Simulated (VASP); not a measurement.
## MgI: relaxation of cell and atoms with PBE

The system is MgI.

```xyz
2
Lattice="4.1019 0.0000 0.0000 -2.0509 3.5523 0.0000 0.0000 0.0000 4.3145" Properties=species:S:1:pos:R:3 pbc="T T T"
Mg    0.0000    0.0000    0.0000
I     0.0000    2.3682    2.1573
```

```
Program                : VASP 6.6.1
Task                   : relaxation of cell and atoms
Functional             : PBE
Potentials or basis    : VASP PAW PBE potentials, release 64 (Mg, I)
Cutoff                 : 600 eV
k mesh                 : 18 × 18 × 14
Occupations            : gaussian, width 0.1 eV
Spin                   : no spin polarisation
Dipole correction      : no
Further INCAR settings : ALGO = Normal; EDIFF = 1e-07; IBRION = 2; EDIFFG = -0.01; NSW = 100; ISIF = 3
```

```yaml
Relaxed_volume: 31.32 Å³/atom
Relaxed_cell: a = 4.095 Å, b = 4.095 Å, c = 4.314 Å, α = 90.00°, β = 90.00°, γ = 120.00°
Space_group_after_relaxing_to_0.05_Å: P-6m2 (No. 187)
Energy_gained_by_relaxing: 0.0 meV/atom
Ionic_steps: 3
Pressure_after_relaxing: 0.0 GPa
```

Final structure:
```cif
data_structure
_symmetry_space_group_name_H-M 'P 1'
_symmetry_Int_Tables_number 1
_cell_length_a 4.0947
_cell_length_b 4.0947
_cell_length_c 4.3142
_cell_angle_alpha 90.000
_cell_angle_beta 90.000
_cell_angle_gamma 120.000
_cell_volume 62.64
loop_
_atom_site_label
_atom_site_type_symbol
_atom_site_fract_x
_atom_site_fract_y
_atom_site_fract_z
_atom_site_occupancy
Mg1 Mg 0.00000 0.00000 0.00000 1
I1 I 0.33333 0.66667 0.50000 1
```

Levels at points of the mesh, in eV from the Fermi level:
```
           k point  band 1  band 2  band 3  band 4  band 5  band 6  band 7  band 8
(0.00, 0.00, 0.00)  -14.81   -4.40   -3.08   -3.08   -2.19    2.64    4.13    4.13
(0.50, 0.00, 0.00)  -14.26   -6.44   -3.85   -3.68    0.02    2.15    2.63    3.03
(0.00, 0.00, 0.50)  -14.56   -6.94   -2.83   -2.83    1.91    2.23    4.94    4.94
(0.50, 0.00, 0.50)  -14.06   -5.77   -5.61   -3.53   -1.65    2.41    3.01    3.12
```

Wall time 3.8 min on 1 thread of Intel(R) Xeon(R) Platinum 8488C (Sapphire Rapids), with other jobs on the host, peak memory 0.4 GiB.

Caveat: spin-orbit coupling is left out, which moves the levels of the heavy elements; an odd number of electrons without spin polarisation forces a metal; a magnetic or distorted state may lie lower.
